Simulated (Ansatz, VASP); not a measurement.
InSb: VASP beside Ansatz

```
In Sb
1.0
     0.00000    3.25419    3.25419
     3.25419    0.00000    3.25419
     3.25419    3.25419    0.00000
In Sb
1 1
Direct
  0.00000 0.00000 0.00000
  0.75000 0.75000 0.75000
```

Alike in both runs: task single point; functional PBEsol; k mesh 8 × 8 × 8; occupations gaussian, width 0.05 eV; no spin polarisation.

```csv
,VASP,Ansatz
version,VASP 6.6.1,Ansatz 0.2.0
potentials or method,"VASP PAW PBE potentials, release 64 (In_d, Sb), cutoff 520 eV","scalar-relativistic, plane waves, PAW"
valence electrons in the cell,18,28
```

```tsv
	VASP	Ansatz	Ansatz less VASP
gap on the k mesh at the Fermi level (eV)	none	none	-
pressure (GPa)	0.2	0.2	-0.02
```

VASP's potentials were made for PBE, not for PBEsol. A gap of «none» marks a metal or a gap that the smearing closes. The functional is the same, so the differences come from potentials, cutoffs and numerics. VASP's potentials hold 18 valence electrons a cell and Ansatz's 28, so a difference there can come from the potentials and not from the codes.

Neither program's run includes spin-orbit coupling.
